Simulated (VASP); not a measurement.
# SnO in VASP: notebook, part 2 of 2

VASP 6.6.1. The steps go on from the part before.

### 3 Single point, r2SCAN (biaxial strain in the a-b plane: +6.0 %, then relaxed in part)

The input, POSCAR:

```
SnO
1.0
    4.0363128461      0.0000000000      0.0000000000
    0.0000000000      4.0363128461      0.0000000000
    0.0000000000      0.0000000000      4.7069153017
Sn O
2 2
Direct
    0.0000000000      0.5000000000      0.2262426261
    0.5000000000      0.0000000000      0.7737573739
    0.5000000000      0.5000000000      0.0000000000
    0.0000000000      0.0000000000      0.0000000000
```

The input, INCAR.step1:

```
ALGO = Normal ; EDIFF = 1E-4
ENCUT = 520 ; GGA = PE
ISMEAR = 0 ; LASPH = T
LCHARG = F ; LREAL = F
LWAVE = T ; NBANDS = 28
NELM = 100 ; PREC = Accurate
SIGMA = 0.01
```

The input, INCAR.step2:

```
ALGO = Normal ; EDIFF = 1E-6
ENCUT = 520 ; ISIF = 2
ISMEAR = 0 ; ISTART = 1
LASPH = T ; LCHARG = F
LMIXTAU = T ; LREAL = F
LWAVE = F ; METAGGA = R2SCAN
NBANDS = 28 ; NELM = 100
PREC = Accurate ; SIGMA = 0.01
```

The input, KPOINTS:

```
k-points
0
Gamma
  10 10 8
```

Potentials or basis: VASP PAW PBE potentials, release 64 (Sn_d, O).

Started as:

```
> cat potpaw_PBE.64/Sn_d/POTCAR potpaw_PBE.64/O/POTCAR > POTCAR
> cp INCAR.step1 INCAR
> mpirun -np 1 vasp_std > vasp.out
> cp INCAR.step2 INCAR
> mpirun -np 1 vasp_std > vasp.out
```

OUTCAR:

```text
EDIFF = 1E-6
   ENCUT = 520
   ISIF = 2
   ISMEAR = 0
   ISTART = 1
   LASPH = T
   LREAL = F
   METAGGA = R2SCAN
   NELM = 100
   PREC = Accurate

 ion  position               nearest neighbor table
   1  0.000  0.500  0.226-   3 2.28   4 2.28   4 2.28   3 2.28   2 3.56   2 3.56   2 3.56   2 3.56

   2  0.500  0.000  0.774-   3 2.28   4 2.28   3 2.28   4 2.28   1 3.56   1 3.56   1 3.56   1 3.56

   3  0.500  0.500  0.000-   1 2.28   2 2.28   2 2.28   1 2.28
   4  0.000  0.000  0.000-   1 2.28   2 2.28   1 2.28   2 2.28

  LATTYP: Found a simple tetragonal cell.
 ALAT       =     4.0363128461
 C/A-ratio  =     1.1661423386

  Lattice vectors:

 A1 = (   4.0363128461,   0.0000000000,   0.0000000000)
 A2 = (   0.0000000000,   4.0363128461,   0.0000000000)
 A3 = (   0.0000000000,   0.0000000000,   4.7069153017)

Analysis of symmetry for initial positions (statically):
=====================================================================
 Subroutine PRICEL returns:
 Original cell was already a primitive cell.

 Routine SETGRP: Setting up the symmetry group for a
 simple tetragonal supercell.

 Subroutine GETGRP returns: Found 16 space group operations
 (whereof  8 operations were pure point group operations)
 out of a pool of 16 trial point group operations.

The static configuration has the point symmetry D_2d.
 The point group associated with its full space group is D_4h.

Analysis of symmetry for dynamics (positions and initial velocities):
=====================================================================
 Subroutine PRICEL returns:
 Original cell was already a primitive cell.

 Routine SETGRP: Setting up the symmetry group for a
 simple tetragonal supercell.

 Subroutine GETGRP returns: Found 16 space group operations
 (whereof  8 operations were pure point group operations)
[... 123 lines left out ...]
   EFERMI_NEDOS =   21; number of points for ismear=-14 and -15
   IALGO  =     38    algorithm
   IMIX   =      4    mixing-type and parameters
     AMIX     =   0.40;   BMIX     =  1.00
     AMIX_MAG =   1.60;   BMIX_MAG =  1.00
  volume/ion in A,a.u.               =      19.17       129.37
  Fermi-wavevector in a.u.,A,eV,Ry     =   1.317830  2.490338 23.628921  1.736677
  Thomas-Fermi vector in A             =   2.447843
   LORBIT       =      0    0 simple, 1 ext, 2 COOP (PROOUT), +10 PAW based schemes
   METAGGA = R2SCAN    functional components
   LHFCALC =     F    Hartree Fock is set to
   AEXX    =    0.0000 exact exchange contribution
   IVDW    =     0    specifies the selected vdW correction
   LEPSILON=     F    determine dielectric tensor
   LRPA    =     F    only Hartree local field effects (RPA)
 non-spin polarized calculation
 Gauss-broadening in eV      SIGMA  =   0.01
  energy-cutoff  :      520.00
  volume of cell :       76.68
 maximum number of plane-waves:      2093
   NGX = 15   NGY = 15   NGZ = 17

 number of electron      40.0000011 magnetization

 Free energy of the ion-electron system (eV)
  ---------------------------------------------------
  ext. energy  EPLUGINS =         0.00000000
  ---------------------------------------------------
  free energy    TOTEN  =       -66.66729500 eV

  energy without entropy =      -66.66729500  energy(sigma->0) =      -66.66729500

 E-fermi :   5.5252     XC(G=0): -10.4281

 val. band max:        5.4363005630   @ k =   0.1000   0.1000   0.0000
 cond. band min:       6.6307163750   @ k =   0.5000   0.5000   0.0000
 fundamental gap:      1.1944158121
 Fermi energy:         5.5252306558

 k-point     1 :       0.0000    0.0000    0.0000
  band No.  band energies     occupation
      1     -16.6834      2.00000
      2     -16.2535      2.00000
      3     -16.2535      2.00000
      4     -16.2204      2.00000
      5     -16.2139      2.00000
      6     -16.2118      2.00000
[... 733 lines left out ...]
     27      13.6968      0.00000
     28      15.6631      0.00000

 [... further k-points ...]

------------------------ aborting loop because EDIFF is reached ----------------------------------------

  FORCE on cell =-STRESS in cart. coord.  units (eV):
  Direction    XX          YY          ZZ          XY          YZ          ZX
  --------------------------------------------------------------------------------------
  -------------------------------------------------------------------------------------
  Total       -3.8992287     -3.8992287      0.1524452      0.0000000      0.0000000      0.0000000
  in kB      -81.4672901    -81.4672901      3.1850649      0.0000000      0.0000000      0.0000000
  external PRESSURE =     -53.2498385 kB  Pullay stress =       0.0000000 kB

 VOLUME and BASIS-vectors are now :
 -----------------------------------------------------------------------------
  energy-cutoff  :      520.00
  volume of cell :       76.68
      direct lattice vectors                 reciprocal lattice vectors
     4.036312846  0.000000000  0.000000000     0.247750865  0.000000000  0.000000000
     0.000000000  4.036312846  0.000000000     0.000000000  0.247750865  0.000000000
     0.000000000  0.000000000  4.706915302     0.000000000  0.000000000  0.212453366

 POSITION                                       TOTAL-FORCE (eV/Angst)
 -----------------------------------------------------------------------------------
      0.00000      2.01816      1.06490         0.000000      0.000000      0.115895
      2.01816      0.00000      3.64201        -0.000000      0.000000     -0.115895
      2.01816      2.01816      0.00000        -0.000000      0.000000      0.000000
      0.00000      0.00000      0.00000        -0.000000      0.000000      0.000000
 -----------------------------------------------------------------------------------
    total drift:                                0.000000      0.000000      0.000000

  FREE ENERGIE OF THE ION-ELECTRON SYSTEM (eV)
  ---------------------------------------------------
  free  energy   TOTEN  =       -66.6672950017 eV

  energy  without entropy=      -66.6672950017  energy(sigma->0) =      -66.66729500
```

OUTCAR.step1:

```text
EDIFF = 1E-4
   ENCUT = 520
   GGA = PE
   ISMEAR = 0
[... 977 lines left out ...]
      0.00000      2.01816      1.06490         0.000000     -0.000000      0.450093
      2.01816      0.00000      3.64201         0.000000     -0.000000     -0.450093
      2.01816      2.01816      0.00000        -0.000000      0.000000      0.000000
      0.00000      0.00000      0.00000         0.000000     -0.000000      0.000000
 -----------------------------------------------------------------------------------
    total drift:                                0.000000      0.000000      0.000000

  FREE ENERGIE OF THE ION-ELECTRON SYSTEM (eV)
  ---------------------------------------------------
  free  energy   TOTEN  =       -22.5849065927 eV

  energy  without entropy=      -22.5849065927  energy(sigma->0) =      -22.58490659
```

OSZICAR.step1:

```text
N       E                     dE             d eps       ncg     rms          rms(c)
DAV:   1     0.415238281247E+03    0.41524E+03   -0.19867E+04  6072   0.211E+03
DAV:   2     0.385251760791E+02   -0.37671E+03   -0.36193E+03  6108   0.535E+02
DAV:   3    -0.231470431606E+02   -0.61672E+02   -0.60219E+02  6648   0.180E+02
DAV:   4    -0.263318829164E+02   -0.31848E+01   -0.31660E+01  6764   0.437E+01
DAV:   5    -0.264065121514E+02   -0.74629E-01   -0.74617E-01  6364   0.727E+00    0.117E+01
DAV:   6    -0.226961248317E+02    0.37104E+01   -0.18973E+01  9360   0.463E+01    0.534E+00
DAV:   7    -0.226079509340E+02    0.88174E-01   -0.24225E+00  6812   0.894E+00    0.250E+00
DAV:   8    -0.225922429592E+02    0.15708E-01   -0.34314E-01  6956   0.372E+00    0.821E-01
DAV:   9    -0.225838636776E+02    0.83793E-02   -0.55328E-02  9308   0.207E+00    0.271E-01
DAV:  10    -0.225855062018E+02   -0.16425E-02   -0.10182E-02  8172   0.860E-01    0.180E-01
DAV:  11    -0.225848712824E+02    0.63492E-03   -0.33644E-03  8500   0.470E-01    0.232E-02
DAV:  12    -0.225849065927E+02   -0.35310E-04   -0.34745E-04  6016   0.112E-01
   1 F= -.22584907E+02 E0= -.22584907E+02  d E =-.126061E-54
```

Run time: 8.6 min. Hardware: 1 thread of Oxide Virtual Turin-like, shared host; peak memory 0.27 GiB.

What came out:

| Quantity | Value |
| --- | --- |
| Free energy | -66.6673 eV |
| Pressure | -5.3 GPa |
| Largest force | 0.116 eV/Å |
| Band gap on the k mesh | 1.19 eV (least direct gap 2.09 eV) |

Forces in eV/Å, atoms in the order of the input:
```
Sn   0.000  0.000  0.116
Sn   0.000  0.000 -0.116
O    0.000  0.000  0.000
O    0.000  0.000  0.000
```

Stress tensor (GPa, compression positive):
```
-8.15  0.00  0.00
 0.00 -8.15  0.00
 0.00  0.00  0.32
```

Levels at points of the mesh, in eV from the valence-band top:
```csv
k point,band 17,band 18,band 19,band 20,band 21,band 22,band 23,band 24
"(0.00, 0.00, 0.00)",-3.00,-3.00,-2.84,-0.10,2.35,4.99,5.40,5.40
"(0.50, 0.00, 0.00)",-4.11,-4.11,-1.76,-1.76,3.98,3.98,6.14,6.14
"(0.50, 0.50, 0.00)",-2.32,-2.32,-1.19,-1.19,1.19,1.19,5.82,5.82
"(0.00, 0.00, 0.50)",-3.01,-2.94,-2.86,-1.06,1.66,3.56,3.74,3.74
"(0.50, 0.00, 0.50)",-4.39,-4.39,-1.03,-1.03,3.27,3.27,5.93,5.93
"(0.50, 0.50, 0.50)",-2.32,-2.32,-2.07,-2.07,3.57,3.57,4.83,4.83
```

Caveat: the cell differs from its parent crystal (biaxial strain in the a-b plane: +6.0 %, then relaxed in part); the stress differs along the axes, from -8 to 0 GPa; the PAW data sets were made with another functional, which shifts forces and pressure a little; spin-orbit coupling is left out, which moves the levels of the heavy elements.
